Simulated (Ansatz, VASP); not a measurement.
Ag in VASP and in Ansatz

INCAR

```
PREC = Accurate
ENCUT = 500
EDIFF = 1E-6
ISMEAR = 1
SIGMA = 0.1
LREAL = False
LASPH = True
NELM = 120
ALGO = Normal
ISIF = 2
LWAVE = False
LCHARG = False
NBANDS = 18
GGA_COMPAT = False
```

File KPOINTS:

```
regular mesh
0
Gamma
  18 18 10
```

The input POSCAR:

```
Ag
1.0
    2.9299980804      0.0000000000      0.0000000000
   -1.4649990402      2.5374527707      0.0000000000
    0.0000000000      0.0000000000      5.5085000000
Ag
2
Direct
    0.3333333333      0.6666666667      0.2500000000
    0.6666666667      0.3333333333      0.7500000000
```

Input for Ansatz:

```yaml
crystal:
  lattice:
    - [2.9299980804, 0.0, 0.0]
    - [-1.4649990402, 2.5374527707, 0.0]
    - [0.0, 0.0, 5.5085]
  atoms:
    - { symbol: Ag, position: [0.3333333333, 0.6666666667, 0.25] }
    - { symbol: Ag, position: [0.6666666667, 0.3333333333, 0.75] }
basis:
  ecutwfc: 420
kpoints:
  mp_grid: { grid: [18, 18, 10] }
hamiltonian:
  xc: lda
scf:
  occupations: { method: methfessel_paxton, width: 0.1 }
output:
  forces: true
  stress: true
  eigenvalues: true
```

Change from the starting cell: strain +0.1500 x Voigt [0, 0, 1, 0, 0, 0], atoms carried along.

Alike in both runs: task single point; functional LDA; k mesh 18 × 18 × 10; occupations methfessel-paxton of order 1, width 0.1 eV; no spin polarisation.

```csv
,VASP,Ansatz
version,VASP 6.6.1,Ansatz 0.2.0
potentials or method,"VASP PAW LDA potentials, release 64 (Ag), cutoff 500 eV","scalar-relativistic, plane waves, PAW"
valence electrons in the cell,22,38
```

```csv
,VASP,Ansatz,Ansatz less VASP
gap on the k mesh at the Fermi level (eV),none,none,-
pressure (GPa),-15.2,-15.4,-0.17
"traceless stress, the component that is largest in VASP (GPa)",-2.27,-2.20,+0.072
```

LDA's correlation is that of Perdew and Zunger in VASP and of Perdew and Wang (1992) in Ansatz. A gap of «none» marks a metal or a gap that the smearing closes. VASP's potentials hold 22 valence electrons a cell and Ansatz's 38, so a difference there can come from the potentials and not from the codes.
